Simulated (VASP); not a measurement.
Write the native input for VASP 6.6.1 that does the following.

- Task: single point
- Functional: PBE
- Potentials or basis: VASP PAW PBE potentials, release 64 (Cu, Pt)
- Cutoff: 520 eV
- k mesh: 6 × 6 × 6
- Occupations: gaussian, width 0.1 eV
- Spin: no spin polarisation
- Dipole correction: no
- Further INCAR settings: ALGO = Fast; EDIFF = 1e-06; NBANDS = 22

The structure of CuPt2 lies in POSCAR:

```
CuPt2
1.0
    0.0000000000      2.9000035531      2.9000035531
    2.9000035531      0.0000000000      2.9000035531
    2.9000035531      2.9000035531      0.0000000000
Cu Pt
1 2
Direct
    0.0000000000      0.0000000000      0.0000000000
    0.2500000000      0.2500000000      0.2500000000
    0.7500000000      0.7500000000      0.7500000000
```

The input as run:

INCAR

```
SYSTEM = CuPt2
  PREC = Accurate
  ENCUT = 520
  EDIFF = 1E-6
  ISMEAR = 0
  SIGMA = 0.1
  LREAL = .FALSE.
  LASPH = .TRUE.
  NELM = 60
  ALGO = Fast
  ISIF = 2
  LWAVE = .FALSE.
  LCHARG = .FALSE.
  GGA = PE
  NBANDS = 22
```

KPOINTS

```
Automatic mesh
0
G
  6 6 6
  0 0 0
```

Potentials or basis: VASP PAW PBE potentials, release 64 (Cu, Pt).

Run with:

```console
$ cat potpaw_PBE.64/Cu/POTCAR potpaw_PBE.64/Pt/POTCAR > POTCAR
$ mpirun -np 1 vasp_std > vasp.out
```

It gave:

- Pressure: 0.0 GPa

Wall time 30 s on 1 thread of AMD EPYC 7R13 Processor (Zen 3), on a shared host, peak memory 0.15 GiB.
